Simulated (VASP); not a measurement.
Crystal: MgF2.

```
CELL_PARAMETERS angstrom
4.69760 0.00000 0.00000
0.00000 4.69760 0.00000
0.00000 0.00000 3.09307
ATOMIC_POSITIONS crystal
Mg 0.00000 0.00000 0.00000
Mg 0.50000 0.50000 0.50000
F 0.30356 0.30356 0.00000
F 0.19644 0.80356 0.50000
F 0.69644 0.69644 0.00000
F 0.80356 0.19644 0.50000
```

```yaml
Program: VASP 6.6.1
Task: relaxation of cell and atoms
Functional: PBE
Dispersion: D3(BJ)
Potentials_or_basis: VASP PAW PBE potentials, release 64 (Mg, F)
Cutoff: 600 eV
k_mesh: 6 × 6 × 8
Occupations: gaussian, width 0.02 eV
Spin: no spin polarisation
```

At the start: pressure -3.0 GPa; volume 11.38 Å³/atom.

Question: Where does the relaxation end?

Answer: Over 5 steps the energy falls by 3.6 meV/atom and the volume is 11.00 Å³/atom (-3.3 %); space group P4_2/mnm (No. 136, to 0.1 Å) before and after.

The path:
```tsv
step	energy change (eV)	largest force (eV/Å)	pressure (GPa)	volume (Å³)
1	0.0000	0.0008	-3.03	68.26
2	-0.0211	0.0512	-0.10	66.15
3	-0.0212	0.0529	0.00	66.09
4	-0.0217	0.0216	0.01	66.05
5	-0.0218	0.0013	0.01	66.02
```

Final structure:
```cif
data_structure
_symmetry_space_group_name_H-M 'P 1'
_symmetry_Int_Tables_number 1
_cell_length_a 4.6413
_cell_length_b 4.6413
_cell_length_c 3.0648
_cell_angle_alpha 90.000
_cell_angle_beta 90.000
_cell_angle_gamma 90.000
_cell_volume 66.02
loop_
_atom_site_label
_atom_site_type_symbol
_atom_site_fract_x
_atom_site_fract_y
_atom_site_fract_z
_atom_site_occupancy
Mg1 Mg 0.00000 0.00000 0.00000 1
Mg2 Mg 0.50000 0.50000 0.50000 1
F1 F 0.30288 0.30288 0.00000 1
F2 F 0.19712 0.80288 0.50000 1
F3 F 0.69712 0.69712 0.00000 1
F4 F 0.80288 0.19712 0.50000 1
```
